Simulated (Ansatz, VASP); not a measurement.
## Hf in VASP and in Ansatz

The input INCAR:

```
SYSTEM = Hf
PREC = Accurate
ENCUT = 520
EDIFF = 1E-6
ISMEAR = -1
SIGMA = 0.08
LREAL = .FALSE.
LASPH = .TRUE.
NELM = 100
ALGO = Normal
ISIF = 2
LWAVE = .FALSE.
LCHARG = .FALSE.
GGA = PS
NBANDS = 17
```

File KPOINTS:

```
Automatic mesh
0
G
  14 14 8
  0 0 0
```

Contents of POSCAR:

```
Hf
1.0
    2.5057625931      0.0000000000      0.0000000000
   -1.2528812966      2.1700540614      0.0000000000
    0.0000000000      0.0000000000      4.3713706201
Hf
2
Direct
    0.3333333333      0.6666666667      0.2500000000
    0.6666666667      0.3333333333      0.7500000000
```

Input for Ansatz:

```yaml
crystal:
  lattice:
    - [2.5057625931, 0.0, 0.0]
    - [-1.2528812966, 2.1700540614, 0.0]
    - [0.0, 0.0, 4.3713706201]
  atoms:
    - { symbol: Hf, position: [0.3333333333, 0.6666666667, 0.25] }
    - { symbol: Hf, position: [0.6666666667, 0.3333333333, 0.75] }
kpoints:
  mp_grid: { grid: [14, 14, 8] }
scf:
  occupations: { method: fermi_dirac, width: 0.08 }
hamiltonian:
  xc: pbesol
  pseudopotentials: { kind: paw }
output:
  forces: true
  stress: true
  eigenvalues: true
  populations: true
```

Change from the starting cell: volume scaled by 0.55, PAW files.

Alike in both runs: task single point; functional PBEsol; k mesh 14 × 14 × 8; occupations fermi-dirac, width 0.08 eV; no spin polarisation.

|  | VASP | Ansatz |
| --- | --- | --- |
| version | VASP 6.6.1 | Ansatz 0.2.0 |
| potentials or method | VASP PAW PBE potentials, release 64 (Hf_pv) | PAW with Ansatz's default frozen-core files, scalar-relativistic |
| plane-wave cutoff (eV) | 520 | 420 |
| valence electrons in the cell | 20 | 52 |

|  | VASP | Ansatz | Ansatz less VASP |
| --- | --- | --- | --- |
| pressure (GPa) | 182.2 | 185.0 | +2.73 |
| traceless stress, the component that is largest in VASP (GPa) | -0.41 | 0.09 | +0.496 |

VASP's potentials were made for PBE, not for PBEsol. Both programs put the cell under a high pressure, so it lies far from rest at this level. VASP's potentials hold 20 valence electrons a cell and Ansatz's 52, so a difference there can come from the potentials and not from the codes.

Spin-orbit coupling is off throughout. Noted on VASP's run: the cell as given lies far from equilibrium.
